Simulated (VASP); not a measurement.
# WF3 (Pm-3m) in VASP: further runs

The runs below take WF3 through single point, with PBE.

Everything below comes from runs of VASP 6.6.1. Logs are shortened: lines on timing, memory, paths and dates and some standing lists are left out, and cuts for length are marked.

## 1. The cell of the first run

Symmetry: Pm-3m, No. 221, cubic system. Conventional cell: a = 3.447 Å, b = 3.447 Å, c = 3.447 Å, α = 90.00°, β = 90.00°, γ = 90.00°. Within 3.2 Å of W (site symmetry m-3m) lie 12 F at 2.44 Å. F (site symmetry 4/mmm) has 4 W at 2.44 Å and 8 F at 2.44 Å within 3.2 Å.

The cell was generated, and may not be a known phase.

## 2. Single point, PBE, collinear spin

INCAR

```
ALGO = Normal ; EDIFF = 1E-7
ENCUT = 520 ; GGA = PE
ISIF = 2 ; ISMEAR = 0
ISPIN = 2 ; LASPH = T
LCHARG = F ; LMAXMIX = 4
LORBIT = 11 ; LREAL = F
LWAVE = F ; MAGMOM = 2.05 0.06 0.06 0.06
NBANDS = 30 ; NELM = 150
PREC = Accurate ; SIGMA = 0.1
```

KPOINTS

```
k-points
0
Gamma
  4 4 4
```

POSCAR

```
WF3
1.0
    3.4469670491      0.0000000000      0.0000000000
    0.0000000000      3.4469670491      0.0000000000
    0.0000000000      0.0000000000      3.4469670491
W F
1 3
Direct
    0.5000000000      0.5000000000      0.5000000000
    0.5000000000      0.0000000000      0.0000000000
    0.0000000000      0.5000000000      0.0000000000
    0.0000000000      0.0000000000      0.5000000000
```

Potentials or basis: VASP PAW PBE potentials, release 64 (W_sv, F).

On the command line:

```bash
cat potpaw_PBE.64/W_sv/POTCAR potpaw_PBE.64/F/POTCAR > POTCAR
mpirun -np 1 vasp_std > vasp.out
```

OUTCAR:

```text
EDIFF = 1E-7
   ENCUT = 520
   GGA = PE
   ISIF = 2
   ISMEAR = 0
   ISPIN = 2
   LASPH = T
   LORBIT = 11
   LREAL = F
   NELM = 150
   PREC = Accurate

 ion  position               nearest neighbor table
   1  0.500  0.500  0.500-   2 2.44   3 2.44   4 2.44   2 2.44   3 2.44   2 2.44   4 2.44   2 2.44
                             3 2.44   4 2.44   3 2.44   4 2.44
   2  0.500  0.000  0.000-   1 2.44   1 2.44   1 2.44   1 2.44
   3  0.000  0.500  0.000-   1 2.44   1 2.44   1 2.44   1 2.44
   4  0.000  0.000  0.500-   1 2.44   1 2.44   1 2.44   1 2.44

  LATTYP: Found a simple cubic cell.
 ALAT       =     3.4469670491

  Lattice vectors:

 A1 = (   3.4469670491,   0.0000000000,   0.0000000000)
 A2 = (   0.0000000000,   3.4469670491,   0.0000000000)
 A3 = (   0.0000000000,   0.0000000000,   3.4469670491)

Analysis of symmetry for initial positions (statically):
=====================================================================
 Subroutine PRICEL returns:
 Original cell was already a primitive cell.

 Routine SETGRP: Setting up the symmetry group for a
 simple cubic supercell.

 Subroutine GETGRP returns: Found 48 space group operations
 (whereof 48 operations were pure point group operations)
 out of a pool of 48 trial point group operations.

The static configuration has the point symmetry O_h .

Analysis of symmetry for dynamics (positions and initial velocities):
=====================================================================
 Subroutine PRICEL returns:
 Original cell was already a primitive cell.

 Routine SETGRP: Setting up the symmetry group for a
 simple cubic supercell.

 Subroutine GETGRP returns: Found 48 space group operations
 (whereof 48 operations were pure point group operations)
 out of a pool of 48 trial point group operations.

The dynamic configuration has the point symmetry O_h .

Analysis of structural, dynamic, and magnetic symmetry:
=====================================================================
 Subroutine PRICEL returns:
 Original cell was already a primitive cell.

 Routine SETGRP: Setting up the symmetry group for a
 simple cubic supercell.

 Subroutine GETGRP returns: Found 48 space group operations
 (whereof 48 operations were pure point group operations)
 out of a pool of 48 trial point group operations.

The overall configuration has the point symmetry O_h .

 Subroutine INISYM returns: Found 48 space group operations
 (whereof 48 operations are pure point group operations),
 and found     1 'primitive' translations

----------------------------------------------------------------------------------------

                                     Primitive cell

  volume of cell :      40.9554

  direct lattice vectors                    reciprocal lattice vectors
     3.446967049  0.000000000  0.000000000     0.290110113  0.000000000  0.000000000
     0.000000000  3.446967049  0.000000000     0.000000000  0.290110113  0.000000000
     0.000000000  0.000000000  3.446967049     0.000000000  0.000000000  0.290110113

  length of vectors
     3.446967049  3.446967049  3.446967049     0.290110113  0.290110113  0.290110113

  position of ions in fractional coordinates (direct lattice)
     0.500000000  0.500000000  0.500000000
     0.500000000  0.000000000  0.000000000
     0.000000000  0.500000000  0.000000000
     0.000000000  0.000000000  0.500000000

  ion indices of the primitive-cell ions
   primitive index   ion index
                 1           1
                 2           2
                 3           3
                 4           4

----------------------------------------------------------------------------------------

 KPOINTS: k-points

Automatic generation of k-mesh.
 Grid dimensions read from file:
 generate k-points for:    4    4    4

 Generating k-lattice:

  Cartesian coordinates                     Fractional coordinates (reciprocal lattice)
     0.072527528  0.000000000  0.000000000     0.250000000  0.000000000  0.000000000
     0.000000000  0.072527528  0.000000000     0.000000000  0.250000000  0.000000000
     0.000000000  0.000000000  0.072527528     0.000000000  0.000000000  0.250000000

  Length of vectors
     0.072527528  0.072527528  0.072527528

  Shift w.r.t. Gamma in fractional coordinates (k-lattice)
     0.000000000  0.000000000  0.000000000

 Subroutine IBZKPT returns following result:
 ===========================================

 Found     10 irreducible k-points:

 Following reciprocal coordinates:
            Coordinates               Weight
  0.000000  0.000000  0.000000      1.000000
  0.250000  0.000000  0.000000      6.000000
  0.500000  0.000000  0.000000      3.000000
  0.250000  0.250000  0.000000     12.000000
  0.500000  0.250000  0.000000     12.000000
  0.500000  0.500000  0.000000      3.000000
  0.250000  0.250000  0.250000      8.000000
  0.500000  0.250000  0.250000     12.000000
  0.500000  0.500000  0.250000      6.000000
  0.500000  0.500000  0.500000      1.000000
   k-points           NKPTS =     10   k-points in BZ     NKDIM =     10   number of bands    NBANDS=     30
   number of dos      NEDOS =    301   number of ions     NIONS =      4
   total plane-waves  NPLWV =  21952
   dimension x,y,z NGX =    28 NGY =   28 NGZ =   28
   dimension x,y,z NGXF=    56 NGYF=   56 NGZF=   56
   ions per type =               1   3
   NGX,Y,Z   is equivalent  to a cutoff of  13.50, 13.50, 13.50 a.u.
   NGXF,Y,Z  is equivalent  to a cutoff of  27.01, 27.01, 27.01 a.u.
 SYSTEM =  unknown system
   PREC   = accura    normal or accurate (medium, high low for compatibility)
   ISTART =      0    job   : 0-new  1-cont  2-samecut
   ICHARG =      2    charge: 1-file 2-atom 10-const
   ISPIN  =      2    spin polarized calculation?
   LNONCOLLINEAR =      F non collinear calculations
   LSORBIT =      F    spin-orbit coupling
   LASPH  =      T    aspherical Exc in radial PAW
   ENCUT  =  520.0 eV  38.22 Ry    6.18 a.u.   6.41  6.41  6.41*2*pi/ulx,y,z
   NELM   =    150;   NELMIN=  2; NELMDL= -5     # of ELM steps
   EDIFF  = 0.1E-06   stopping-criterion for ELM
   LREAL  =      F    real-space projection
   EDIFFG = 0.1E-05   stopping-criterion for IOM
   NSW    =      0    number of steps for IOM
   IBRION =     -1    ionic relax: 0-MD 1-quasi-New 2-CG
   NFREE  =      0    steps in history (QN), initial steepest desc. (CG)
   ISIF   =      2    stress and relaxation
   ISYM   =      2    0-nonsym 1-usesym 2-fastsym
   POTIM  = 0.5000    time-step for ionic-motion
   TEBEG  =    0.0;   TEEND  =   0.0 temperature during run
   PSTRESS=    0.0 pullay stress
   NELECT =      35.0000    total number of electrons
   NUPDOWN=      -1.0000    fix difference up-down
   EMIN   =  10.00;   EMAX   =-10.00  energy-range for DOS
   EFERMI =   0.00;   METHOD = LEGACY
   ISMEAR =     0;   SIGMA  =   0.10  broadening in eV -4-tet -1-fermi 0-gaus
   EFERMI_NEDOS =   21; number of points for ismear=-14 and -15
   IALGO  =     38    algorithm
   IMIX   =      4    mixing-type and parameters
     AMIX     =   0.40;   BMIX     =  1.00
     AMIX_MAG =   1.60;   BMIX_MAG =  1.00
  volume/ion in A,a.u.               =      10.24        69.10
  Fermi-wavevector in a.u.,A,eV,Ry     =   1.553556  2.935796 32.838175  2.413538
  Thomas-Fermi vector in A             =   2.657770
   LORBIT       =     11    0 simple, 1 ext, 2 COOP (PROOUT), +10 PAW based schemes
   GGA     = PE    functional components
   LHFCALC =     F    Hartree Fock is set to
   AEXX    =    0.0000 exact exchange contribution
   IVDW    =     0    specifies the selected vdW correction
   LEPSILON=     F    determine dielectric tensor
   LRPA    =     F    only Hartree local field effects (RPA)
 spin polarized calculation
 Gauss-broadening in eV      SIGMA  =   0.10
  energy-cutoff  :      520.00
  volume of cell :       40.96
 maximum number of plane-waves:      1141
 NGX is ok and might be reduce to    28
   NGX = 13   NGY = 13   NGZ = 13

 number of electron      34.9999979 magnetization       2.7499031

 Free energy of the ion-electron system (eV)
  ---------------------------------------------------
  ext. energy  EPLUGINS =         0.00000000
  ---------------------------------------------------
  free energy    TOTEN  =       -21.54559666 eV

  energy without entropy =      -21.52370140  energy(sigma->0) =      -21.53464903

 E-fermi :   6.8539     XC(G=0): -12.0559

 val. band max:        6.8059984203   @ k =   0.5000   0.5000   0.2500
 cond. band min:       6.8710984412   @ k =   0.2500   0.2500   0.0000
 fundamental gap:      0.0651000210
 Fermi energy:         6.8538560217

 spin component 1

 k-point     1 :       0.0000    0.0000    0.0000
  band No.  band energies     occupation
      1     -69.6455      1.00000
      2     -33.8954      1.00000
      3     -33.8954      1.00000
      4     -33.8954      1.00000
      5     -18.8745      1.00000
      6     -16.9217      1.00000
[... 21 lines left out ...]
     28      24.6150      0.00000
     29      27.9196      0.00000

 k-point     2 :       0.2500    0.0000    0.0000
  band No.  band energies     occupation
      1     -69.6442      1.00000
      2     -33.9454      1.00000
      3     -33.8912      1.00000
      4     -33.8912      1.00000
      5     -18.5746      1.00000
      6     -17.1600      1.00000
[... 21 lines left out ...]
     28      24.9870      0.00000
     29      25.8686      0.00000

 k-point     3 :       0.5000    0.0000    0.0000
  band No.  band energies     occupation
      1     -69.6430      1.00000
      2     -33.9949      1.00000
      3     -33.8870      1.00000
      4     -33.8870      1.00000
      5     -18.0395      1.00000
      6     -17.6367      1.00000
[... 189 lines left out ...]
      4     -33.9209      1.00000
      5     -17.5471      1.00000
      6     -17.4791      1.00000
[... 21 lines left out ...]
     28      23.9582      0.00000
     29      24.4068      0.00000

 k-point    10 :       0.5000    0.5000    0.5000
  band No.  band energies     occupation
      1     -69.6384      1.00000
      2     -33.9627      1.00000
      3     -33.9627      1.00000
      4     -33.9627      1.00000
      5     -17.5193      1.00000
      6     -17.5193      1.00000
[... 21 lines left out ...]
     28      24.8533      0.00000
     29      24.8534      0.00000
 Fermi energy:         6.8538560217

 spin component 2

 k-point     1 :       0.0000    0.0000    0.0000
  band No.  band energies     occupation
      1     -68.4840      1.00000
      2     -32.3424      1.00000
      3     -32.3424      1.00000
      4     -32.3424      1.00000
      5     -18.7830      1.00000
      6     -16.8496      1.00000
[... 21 lines left out ...]
     28      25.6051      0.00000
     29      28.1705      0.00000

 k-point     2 :       0.2500    0.0000    0.0000
  band No.  band energies     occupation
      1     -68.4829      1.00000
      2     -32.3931      1.00000
      3     -32.3380      1.00000
      4     -32.3380      1.00000
      5     -18.4894      1.00000
      6     -17.0873      1.00000
[... 21 lines left out ...]
     28      25.9614      0.00000
     29      26.3437      0.00000

 k-point     3 :       0.5000    0.0000    0.0000
  band No.  band energies     occupation
      1     -68.4817      1.00000
      2     -32.4432      1.00000
      3     -32.3336      1.00000
      4     -32.3336      1.00000
      5     -17.9694      1.00000
      6     -17.5544      1.00000
[... 189 lines left out ...]
      4     -32.3662      1.00000
      5     -17.4734      1.00000
      6     -17.4088      1.00000
[... 21 lines left out ...]
     28      24.5819      0.00000
     29      24.7931      0.00000

 k-point    10 :       0.5000    0.5000    0.5000
  band No.  band energies     occupation
      1     -68.4774      1.00000
      2     -32.4070      1.00000
      3     -32.4070      1.00000
      4     -32.4070      1.00000
      5     -17.4455      1.00000
      6     -17.4455      1.00000
[... 21 lines left out ...]
     28      25.1266      0.00000
     29      25.1266      0.00000
 [bands above 29 left out]

------------------------ aborting loop because EDIFF is reached ----------------------------------------

  FORCE on cell =-STRESS in cart. coord.  units (eV):
  Direction    XX          YY          ZZ          XY          YZ          ZX
  --------------------------------------------------------------------------------------
  -------------------------------------------------------------------------------------
  Total        0.0291540      0.0291540      0.0291540      0.0000000      0.0000000     -0.0000000
  in kB        1.1405036      1.1405036      1.1405036      0.0000000      0.0000000     -0.0000000
  external PRESSURE =       1.1405036 kB  Pullay stress =       0.0000000 kB

 VOLUME and BASIS-vectors are now :
 -----------------------------------------------------------------------------
  energy-cutoff  :      520.00
  volume of cell :       40.96
      direct lattice vectors                 reciprocal lattice vectors
     3.446967049  0.000000000  0.000000000     0.290110113  0.000000000  0.000000000
     0.000000000  3.446967049  0.000000000     0.000000000  0.290110113  0.000000000
     0.000000000  0.000000000  3.446967049     0.000000000  0.000000000  0.290110113

 POSITION                                       TOTAL-FORCE (eV/Angst)
 -----------------------------------------------------------------------------------
      1.72348      1.72348      1.72348         0.000000      0.000000      0.000000
      1.72348      0.00000      0.00000         0.000000      0.000000      0.000000
      0.00000      1.72348      0.00000         0.000000      0.000000      0.000000
      0.00000      0.00000      1.72348         0.000000      0.000000      0.000000
 -----------------------------------------------------------------------------------
    total drift:                                0.000000      0.000000     -0.000000

  FREE ENERGIE OF THE ION-ELECTRON SYSTEM (eV)
  ---------------------------------------------------
  free  energy   TOTEN  =       -21.5455966615 eV

  energy  without entropy=      -21.5237014007  energy(sigma->0) =      -21.53464903

 total charge

# of ion       s       p       d       tot
------------------------------------------
    1        2.166   6.083   3.081  11.330
    2        1.752   4.313   0.000   6.065
    3        1.752   4.313   0.000   6.065
    4        1.752   4.313   0.000   6.065
--------------------------------------------------
tot          7.422  19.022   3.081  29.525

 magnetization (x)

# of ion       s       p       d       tot
------------------------------------------
    1        0.041   0.018   2.246   2.305
    2        0.011   0.018   0.000   0.028
    3        0.011   0.018   0.000   0.028
    4        0.011   0.018   0.000   0.028
--------------------------------------------------
tot          0.073   0.070   2.246   2.389
```

It took 50 s on 1 thread of AMD EPYC 7R43 (Zen 3), shared host; peak memory 0.13 GiB.

What came out:

* Free energy: -21.5456 eV
* Pressure: 0.1 GPa
* Net moment: 2.75 μB per cell
* Site moments: W +2.31; F +0.03 μB
* Valence electrons inside the program's atomic spheres: W 11.33; F 6.07

Levels at points of the mesh, in eV from the Fermi level:
Spin up:
```
           k point  band 16  band 17  band 18  band 19  band 20  band 21  band 22  band 23
(0.00, 0.00, 0.00)    -3.75    -3.10    -3.10    -1.07    -1.07    -1.07    -0.55    12.79
(0.50, 0.00, 0.00)    -4.19    -1.29    -0.95    -0.43     1.07     1.07     4.60     6.17
(0.50, 0.50, 0.00)    -3.44    -0.72    -0.62     0.42     1.03     1.03     5.30     8.46
(0.50, 0.50, 0.50)    -3.41    -1.20    -1.20    -1.20    -0.30    -0.30     3.12    10.69
```
Spin down:
| k point | band 14 | band 15 | band 16 | band 17 | band 18 | band 19 |
| --- | --- | --- | --- | --- | --- | --- |
| (0.00, 0.00, 0.00) | -3.69 | -3.69 | -3.69 | -1.02 | -1.02 | 0.69 |
| (0.50, 0.00, 0.00) | -5.13 | -4.11 | -4.11 | 0.81 | 0.84 | 1.18 |
| (0.50, 0.50, 0.00) | -4.97 | -4.56 | -3.38 | 1.04 | 1.33 | 2.52 |
| (0.50, 0.50, 0.50) | -4.31 | -3.36 | -3.36 | 0.49 | 0.49 | 0.49 |

Caveat: the k points lie up to 0.46 Å⁻¹ apart; spin-orbit coupling is left out, which moves the levels of the heavy elements.

(Continued in part 2 of 2.)
